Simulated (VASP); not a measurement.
# GaF (F-43m) in VASP: notebook, part 2 of 2

VASP 6.6.1. The steps go on from the part before.

**4. Single point, PBE**

Input file INCAR:

```
SYSTEM = GaF
PREC = Accurate
ENCUT = 600
EDIFF = 1E-6
ISMEAR = 0
SIGMA = 0.023
LREAL = .FALSE.
LASPH = .TRUE.
NELM = 120
ALGO = Normal
ISIF = 2
LWAVE = .FALSE.
LCHARG = .TRUE.
GGA = PE
LELF = .TRUE.
LVHAR = .TRUE.
NBANDS = 17
GGA_COMPAT = .FALSE.
```

Input file KPOINTS:

```
regular mesh
0
G
  9 9 9
  0 0 0
```

Input file POSCAR:

```
GaF
1.0
    0.0000000000      2.5769602800      2.5769602800
    2.5769602800      0.0000000000      2.5769602800
    2.5769602800      2.5769602800      0.0000000000
Ga F
1 1
Direct
    0.2500000000      0.2500000000      0.2500000000
    0.0000000000      0.0000000000      0.0000000000
```

Potentials or basis: VASP PAW PBE potentials, release 64 (Ga_d, F).

Run with:

```
cat potpaw_PBE.64/Ga_d/POTCAR potpaw_PBE.64/F/POTCAR > POTCAR
mpirun -np 1 vasp_std > vasp.out
```

OUTCAR:

```text
SYSTEM = GaF
   PREC = Accurate
   ENCUT = 600
   EDIFF = 1E-6
   ISMEAR = 0
   LREAL = .FALSE.
   LASPH = .TRUE.
   NELM = 120
   ISIF = 2
   GGA = PE

 ion  position               nearest neighbor table
   1  0.250  0.250  0.250-   2 2.23   2 2.23   2 2.23   2 2.23
   2  0.000  0.000  0.000-   1 2.23   1 2.23   1 2.23   1 2.23

  LATTYP: Found a face centered cubic cell.
 ALAT       =     5.1539205600

  Lattice vectors:

 A1 = (   0.0000000000,   2.5769602800,   2.5769602800)
 A2 = (   2.5769602800,   0.0000000000,   2.5769602800)
 A3 = (   2.5769602800,   2.5769602800,   0.0000000000)

Analysis of symmetry for initial positions (statically):
=====================================================================
 Subroutine PRICEL returns:
 Original cell was already a primitive cell.

 Routine SETGRP: Setting up the symmetry group for a
 face centered cubic supercell.

 Subroutine GETGRP returns: Found 24 space group operations
 (whereof 24 operations were pure point group operations)
 out of a pool of 48 trial point group operations.

The static configuration has the point symmetry T_d .

Analysis of symmetry for dynamics (positions and initial velocities):
=====================================================================
 Subroutine PRICEL returns:
 Original cell was already a primitive cell.

 Routine SETGRP: Setting up the symmetry group for a
 face centered cubic supercell.

 Subroutine GETGRP returns: Found 24 space group operations
 (whereof 24 operations were pure point group operations)
 out of a pool of 48 trial point group operations.

The dynamic configuration has the point symmetry T_d .

 Subroutine INISYM returns: Found 24 space group operations
 (whereof 24 operations are pure point group operations),
 and found     1 'primitive' translations

----------------------------------------------------------------------------------------

                                     Primitive cell
[... 110 lines left out ...]
     AMIX     =   0.40;   BMIX     =  1.00
     AMIX_MAG =   1.60;   BMIX_MAG =  1.00
  volume/ion in A,a.u.               =      17.11       115.48
  Fermi-wavevector in a.u.,A,eV,Ry     =   1.368675  2.586421 25.487415  1.873272
  Thomas-Fermi vector in A             =   2.494618
   LORBIT       =      0    0 simple, 1 ext, 2 COOP (PROOUT), +10 PAW based schemes
   GGA     = PE    functional components
   LHFCALC =     F    Hartree Fock is set to
   AEXX    =    0.0000 exact exchange contribution
   IVDW    =     0    specifies the selected vdW correction
   LEPSILON=     F    determine dielectric tensor
   LRPA    =     F    only Hartree local field effects (RPA)
 non-spin polarized calculation
 Gauss-broadening in eV      SIGMA  =   0.02
  energy-cutoff  :      600.00
  volume of cell :       34.23
 maximum number of plane-waves:      1158
 NGX is ok and might be reduce to    30
   NGX = 15   NGY = 15   NGZ = 15

 number of electron      19.9999992 magnetization

 Free energy of the ion-electron system (eV)
  ---------------------------------------------------
  ext. energy  EPLUGINS =         0.00000000
  ---------------------------------------------------
  free energy    TOTEN  =        -7.11591455 eV

  energy without entropy =       -7.11591455  energy(sigma->0) =       -7.11591455

 E-fermi :   3.2697     XC(G=0):  -9.4355

 val. band max:        3.0846185603   @ k =  -0.4444   0.4444   0.0000
 cond. band min:       4.0909754959   @ k =  -0.4444   0.4444   0.0000
 fundamental gap:      1.0063569356
 Fermi energy:         3.2697130207

 k-point     1 :       0.0000    0.0000    0.0000
  band No.  band energies     occupation
      1     -21.3770      2.00000
      2     -11.3942      2.00000
      3     -11.3942      2.00000
      4     -11.3942      2.00000
      5     -11.3035      2.00000
      6     -11.3035      2.00000
[... 457 lines left out ...]
      4     -11.3038      2.00000
      5     -11.2809      2.00000
      6     -11.2714      2.00000
[... 9 lines left out ...]
     16      22.5737      0.00000
     17      22.6677      0.00000

 [... further k-points ...]

------------------------ aborting loop because EDIFF is reached ----------------------------------------

  FORCE on cell =-STRESS in cart. coord.  units (eV):
  Direction    XX          YY          ZZ          XY          YZ          ZX
  --------------------------------------------------------------------------------------
  -------------------------------------------------------------------------------------
  Total        3.0885479      3.0885479      3.0885479      0.0000000      0.0000000     -0.0000000
  in kB      144.5811771    144.5811771    144.5811771      0.0000000      0.0000000     -0.0000000
  external PRESSURE =     144.5811771 kB  Pullay stress =       0.0000000 kB

 VOLUME and BASIS-vectors are now :
 -----------------------------------------------------------------------------
  energy-cutoff  :      600.00
  volume of cell :       34.23
      direct lattice vectors                 reciprocal lattice vectors
     0.000000000  2.576960280  2.576960280    -0.194027050  0.194027050  0.194027050
     2.576960280  0.000000000  2.576960280     0.194027050 -0.194027050  0.194027050
     2.576960280  2.576960280  0.000000000     0.194027050  0.194027050 -0.194027050

 POSITION                                       TOTAL-FORCE (eV/Angst)
 -----------------------------------------------------------------------------------
      1.28848      1.28848      1.28848        -0.000000      0.000000     -0.000000
      0.00000      0.00000      0.00000         0.000000     -0.000000      0.000000
 -----------------------------------------------------------------------------------
    total drift:                                0.000000      0.000000      0.000000

  FREE ENERGIE OF THE ION-ELECTRON SYSTEM (eV)
  ---------------------------------------------------
  free  energy   TOTEN  =        -7.1159145500 eV

  energy  without entropy=       -7.1159145500  energy(sigma->0) =       -7.11591455
```

stdout:

```text
POSCAR found type information on POSCAR GaF
 POSCAR found :  2 types and       2 ions
 scaLAPACK will be used
 LDA part: xc-table for (Slater+PW92), standard interpolation
 POSCAR, INCAR and KPOINTS ok, starting setup
 FFT: planning ... GRIDC
 FFT: planning ... GRID_SOFT
 FFT: planning ... GRID
 WAVECAR not read
 entering main loop
```

Wall time 57 s (1 thread of AMD EPYC 7R13, shared host); peak memory 0.15 GiB.

Results:

```yaml
Free_energy: -7.1159 eV
Pressure: 14.5 GPa
Band_gap_on_the_k_mesh: 1.01 eV, direct
```

Levels at points of the mesh, in eV from the valence-band top:
```tsv
k point	band 8	band 9	band 10	band 11	band 12	band 13
(0.00, 0.00, 0.00)	-5.57	-5.57	-5.38	6.68	6.68	6.68
```

**5. Single point, PBE**

Input file INCAR:

```
SYSTEM = GaF
PREC     = Accurate       ! precision mode
ENCUT    = 600            ! plane-wave cutoff, eV
EDIFF    = 1E-6           ! SCF threshold, eV
ISMEAR   = 0              ! smearing method
SIGMA    = 0.024          ! smearing width, eV
LREAL    = .False.        ! projectors in reciprocal space
LASPH    = .True.         ! aspherical terms in the spheres
NELM     = 120            ! most SCF steps
ALGO     = Normal         ! electronic algorithm
ISIF     = 2              ! what is computed and relaxed
LWAVE    = .False.        ! write WAVECAR
LCHARG   = .False.        ! write CHGCAR
GGA      = PE             ! functional
NBANDS   = 17             ! bands
GGA_COMPAT= .False.
```

Input file KPOINTS:

```
Automatic mesh
0
Gamma
  9 9 9
  0 0 0
```

POSCAR is that of step 4.

Run with:

```
cat potpaw_PBE.64/Ga_d/POTCAR potpaw_PBE.64/F/POTCAR > POTCAR
mpirun -np 1 vasp_std > vasp.out
```

Run time: 55 s. Hardware: 1 thread of AMD EPYC 7R13, shared host; peak memory 0.15 GiB.

The run converged. Its results:

```yaml
Free_energy: -7.1159 eV
Pressure: 14.5 GPa
Band_gap_on_the_k_mesh: 1.01 eV, direct
```

Levels at points of the mesh, in eV from the valence-band top:
```
           k point  band 7  band 8  band 9  band 10  band 11  band 12  band 13  band 14
(0.00, 0.00, 0.00)   -5.57   -5.57   -5.57    -5.38     6.68     6.68     6.68    11.26
```

**6. Single point, PBEsol+D3(BJ)**

This run uses another cell than the first one, of 21.14 Å³/atom, 1.235 times its volume.

Input file INCAR:

```
SYSTEM = GaF
ALGO = Normal
EDIFF = 1E-6
ENCUT = 600
GGA = PS
GGA_COMPAT = .False.
ISIF = 2
ISMEAR = -1
IVDW = 12
LASPH = .True.
LCHARG = .False.
LREAL = .False.
LWAVE = .False.
NBANDS = 17
NELM = 120
PREC = Accurate
SIGMA = 0.05
```

Input file KPOINTS:

```
k-points
0
Gamma
  9 9 9
  0 0 0
```

Input file POSCAR:

```
GaF
1.0
    0.0000000000      2.7648615173      2.7648615173
    2.7648615173      0.0000000000      2.7648615173
    2.7648615173      2.7648615173      0.0000000000
Ga F
1 1
Direct
    0.2500000000      0.2500000000      0.2500000000
    0.0000000000      0.0000000000      0.0000000000
```

Potentials or basis: VASP PAW PBE potentials, release 64 (Ga_d, F).

Run with:

```
cat potpaw_PBE.64/Ga_d/POTCAR potpaw_PBE.64/F/POTCAR > POTCAR
mpirun -np 1 vasp_std > vasp.out
```

OUTCAR:

```text
SYSTEM = GaF
   EDIFF = 1E-6
   ENCUT = 600
   GGA = PS
   ISIF = 2
   ISMEAR = -1
   IVDW = 12
   LASPH = .True.
   LREAL = .False.
   NELM = 120
   PREC = Accurate
 IVDW          = 12

 ion  position               nearest neighbor table
   1  0.250  0.250  0.250-   2 2.39   2 2.39   2 2.39   2 2.39
   2  0.000  0.000  0.000-   1 2.39   1 2.39   1 2.39   1 2.39

  LATTYP: Found a face centered cubic cell.
 ALAT       =     5.5297230346

  Lattice vectors:

 A1 = (   0.0000000000,   2.7648615173,   2.7648615173)
 A2 = (   2.7648615173,   0.0000000000,   2.7648615173)
 A3 = (   2.7648615173,   2.7648615173,   0.0000000000)

Analysis of symmetry for initial positions (statically):
=====================================================================
 Subroutine PRICEL returns:
 Original cell was already a primitive cell.

 Routine SETGRP: Setting up the symmetry group for a
 face centered cubic supercell.

 Subroutine GETGRP returns: Found 24 space group operations
 (whereof 24 operations were pure point group operations)
 out of a pool of 48 trial point group operations.

The static configuration has the point symmetry T_d .

[... 157 lines left out ...]
  energy without entropy =       -7.87250483  energy(sigma->0) =       -7.87250483

 E-fermi :   1.6141     XC(G=0):  -8.6220

 val. band max:        0.6193772913   @ k =  -0.4444   0.4444   0.0000
 cond. band min:       2.6027753629   @ k =  -0.4444   0.4444   0.0000
 fundamental gap:      1.9833980716
 Fermi energy:         1.6140791890

 k-point     1 :       0.0000    0.0000    0.0000
  band No.  band energies     occupation
      1     -21.7434      2.00000
      2     -12.9936      2.00000
      3     -12.9936      2.00000
      4     -12.9936      2.00000
      5     -12.9573      2.00000
      6     -12.9573      2.00000
[... 457 lines left out ...]
      4     -12.9525      2.00000
      5     -12.9456      2.00000
      6     -12.9394      2.00000
[... 9 lines left out ...]
     16      18.7352      0.00000
     17      18.7355      0.00000

 [... further k-points ...]

------------------------ aborting loop because EDIFF is reached ----------------------------------------

 Edisp (eV)   -0.26544

 E8    (eV) :    -0.1726

  FORCE on cell =-STRESS in cart. coord.  units (eV):
  Direction    XX          YY          ZZ          XY          YZ          ZX
  --------------------------------------------------------------------------------------
  -------------------------------------------------------------------------------------
  Total      -0.02836    -0.02836    -0.02836    -0.00000     0.00000    -0.00000
  in kB      -1.07500    -1.07500    -1.07500    -0.00000     0.00000    -0.00000
  external pressure =       -1.08 kB  Pullay stress =        0.00 kB

 VOLUME and BASIS-vectors are now :
 -----------------------------------------------------------------------------
  energy-cutoff  :      600.00
  volume of cell :       42.27
      direct lattice vectors                 reciprocal lattice vectors
     0.000000000  2.764861517  2.764861517    -0.180840884  0.180840884  0.180840884
     2.764861517  0.000000000  2.764861517     0.180840884 -0.180840884  0.180840884
     2.764861517  2.764861517  0.000000000     0.180840884  0.180840884 -0.180840884

 POSITION                                       TOTAL-FORCE (eV/Angst)
 -----------------------------------------------------------------------------------
      1.38243      1.38243      1.38243         0.000000      0.000000      0.000000
      0.00000      0.00000      0.00000        -0.000000     -0.000000     -0.000000
 -----------------------------------------------------------------------------------
    total drift:                               -0.000000     -0.000000      0.000000

  FREE ENERGIE OF THE ION-ELECTRON SYSTEM (eV)
  ---------------------------------------------------
  free  energy   TOTEN  =        -8.1379496790 eV

  energy  without entropy=       -8.1379496787  energy(sigma->0) =       -8.13794968
```

OSZICAR:

```text
N       E                     dE             d eps       ncg     rms          rms(c)
DAV:   1     0.131021965433E+03    0.13102E+03   -0.10638E+04  1194   0.190E+03
DAV:   2     0.315572682097E+01   -0.12787E+03   -0.11947E+03  1358   0.376E+02
DAV:   3    -0.861646814300E+01   -0.11772E+02   -0.11722E+02  1375   0.928E+01
DAV:   4    -0.878144899067E+01   -0.16498E+00   -0.16491E+00  1462   0.118E+01
DAV:   5    -0.878348414015E+01   -0.20351E-02   -0.20348E-02  1478   0.130E+00    0.519E+00
DAV:   6    -0.792655800394E+01    0.85693E+00   -0.38275E+00  1707   0.159E+01    0.226E+00
DAV:   7    -0.788960726380E+01    0.36951E-01   -0.22658E-01  1246   0.362E+00    0.992E-01
DAV:   8    -0.787324994995E+01    0.16357E-01   -0.66785E-02  1271   0.225E+00    0.347E-01
DAV:   9    -0.787205976859E+01    0.11902E-02   -0.60901E-03  1298   0.545E-01    0.872E-02
DAV:  10    -0.787252959445E+01   -0.46983E-03   -0.66218E-04  1265   0.199E-01    0.348E-02
DAV:  11    -0.787250283724E+01    0.26757E-04   -0.64394E-05  1341   0.644E-02    0.120E-02
DAV:  12    -0.787250497430E+01   -0.21371E-05   -0.10857E-05  1284   0.210E-02    0.368E-03
DAV:  13    -0.787250482663E+01    0.14766E-06   -0.49490E-07  1074   0.636E-03
   1 F= -.81379497E+01 E0= -.81379497E+01  d E =-.360318E-09
```

stdout:

```text
POSCAR found type information on POSCAR GaF
 POSCAR found :  2 types and       2 ions
 scaLAPACK will be used
 -----------------------------------------------------------------------------
|                                                                             |
|                                                                             |
|     You enforced a specific xc type in the INCAR file but a different       |
|     I HOPE YOU KNOW WHAT YOU ARE DOING!                                     |
|                                                                             |
 -----------------------------------------------------------------------------

 LDA part: xc-table for (Slater+PW92), standard interpolation
 POSCAR, INCAR and KPOINTS ok, starting setup
 FFT: planning ... GRIDC
 FFT: planning ... GRID_SOFT
 FFT: planning ... GRID
 WAVECAR not read
 entering main loop
```

It took 58 s on 1 thread of AMD EPYC 7R13, shared host; peak memory 0.17 GiB.

Results:

| Item | Value |
| --- | --- |
| Free energy | -8.1379 eV |
| Pressure | -0.1 GPa |
| Band gap on the k mesh | 1.98 eV, direct |
| Dispersion energy per atom | -0.133 eV |

Levels at points of the mesh, in eV from the valence-band top:
| k point | band 7 | band 8 | band 9 | band 10 | band 11 | band 12 | band 13 | band 14 |
| --- | --- | --- | --- | --- | --- | --- | --- | --- |
| (0.00, 0.00, 0.00) | -4.34 | -3.87 | -3.87 | -3.87 | 6.56 | 6.56 | 6.56 | 10.14 |

Caveat: the PAW data sets were made with another functional, which shifts forces and pressure a little.

**7. Overview**

```tsv
level	cell	smearing	gap on the mesh (eV)	pressure (GPa)
PBE	a = 3.644 Å, angles 60.0°, 2 atoms	gaussian 0.021 eV	1.01	14.5
PBE	a = 3.644 Å, angles 60.0°, 2 atoms	gaussian 0.022 eV	1.01	14.5
PBE	a = 3.644 Å, angles 60.0°, 2 atoms	gaussian 0.023 eV	1.01	14.5
PBE	a = 3.644 Å, angles 60.0°, 2 atoms	gaussian 0.024 eV	1.01	14.5
PBEsol+D3(BJ)	a = 3.910 Å, angles 60.0°, 2 atoms	fermi-dirac 0.05 eV	1.98	-0.1
```

Alike in all rows: task single point; potentials or basis VASP PAW PBE potentials, release 64 (Ga_d, F); no spin polarisation; k mesh 9 × 9 × 9; cutoff (eV) 600.

On the cell as given the gap runs from 1.01 eV (PBE) to 1.01 eV (PBE).

Caveats: the PAW data sets were made with another functional, which shifts forces and pressure a little (some runs).

Absolute energies hang on the potentials; compare differences alone.
